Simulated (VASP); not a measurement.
# Hf3Si2: single point with PBEsol

Hf3Si2:

```
CELL_PARAMETERS angstrom
6.69740 0.00000 0.00000
0.00000 6.69740 0.00000
0.00000 0.00000 3.60703
ATOMIC_POSITIONS crystal
Hf 0.67386 0.82614 0.50000
Hf 0.82614 0.32614 0.50000
Hf 0.32614 0.17386 0.50000
Hf 0.17386 0.67386 0.50000
Hf 0.50000 0.50000 0.00000
Hf 0.00000 0.00000 0.00000
Si 0.62381 0.12381 0.00000
Si 0.87619 0.62381 0.00000
Si 0.12381 0.37619 0.00000
Si 0.37619 0.87619 0.00000
```

This cell differs from its parent crystal: strain -0.0400 x Voigt [1, 1, 0, 0, 0, 0].

```yaml
Program: VASP 6.6.1
Task: single point
Functional: PBEsol
Potentials_or_basis: VASP PAW PBE potentials, release 64 (Hf_pv, Si)
Cutoff: 520 eV
k_mesh: 6 × 6 × 12
Occupations: gaussian, width 0.15 eV
Spin: no spin polarisation
Dipole_correction: no
Further_INCAR_settings: ALGO = Fast; EDIFF = 1e-07; NBANDS = 49
```

- Pressure: 15.8 GPa
- Largest force: 0.077 eV/Å
- Band gap on the k mesh: zero (bands 38 and 39 overlap by 1.25 eV)

Forces on the atoms (eV/Å):
```
Hf   0.054 -0.054  0.000
Hf  -0.054 -0.054  0.000
Hf  -0.054  0.054  0.000
Hf   0.054  0.054  0.000
Hf   0.000  0.000  0.000
Hf   0.000  0.000  0.000
Si  -0.030 -0.030  0.000
Si   0.030 -0.030  0.000
Si  -0.030  0.030  0.000
Si   0.030  0.030  0.000
```

Stress tensor (GPa, compression positive):
```
18.49  0.00  0.00
 0.00 18.49  0.00
 0.00  0.00 10.42
```

Levels at points of the mesh, in eV from the Fermi level:
| k point | band 36 | band 37 | band 38 | band 39 | band 40 | band 41 |
| --- | --- | --- | --- | --- | --- | --- |
| (0.00, 0.00, 0.00) | -0.51 | -0.28 | -0.26 | 1.13 | 1.21 | 1.51 |
| (0.50, 0.00, 0.00) | -0.52 | 0.37 | 0.37 | 1.05 | 1.05 | 1.75 |
| (0.50, 0.50, 0.00) | -0.47 | -0.08 | -0.08 | -0.04 | -0.04 | 1.37 |
| (0.00, 0.00, 0.50) | -0.10 | 0.25 | 0.42 | 0.42 | 0.69 | 0.71 |
| (0.50, 0.00, 0.50) | -0.94 | -0.45 | -0.45 | 0.05 | 0.05 | 2.22 |
| (0.50, 0.50, 0.50) | -1.22 | -0.65 | -0.65 | -0.62 | -0.62 | 2.45 |

Run time: 25 min on 1 thread of Oxide Virtual Turin-like Processor, on a shared host, peak memory 0.49 GiB.

Caveat: the cell differs from its parent crystal (strain -0.0400 x Voigt [1, 1, 0, 0, 0, 0]); the stress differs along the axes, from 10 to 18 GPa; the PAW data sets were made with another functional, which shifts forces and pressure a little; spin-orbit coupling is left out, which moves the levels of the heavy elements.
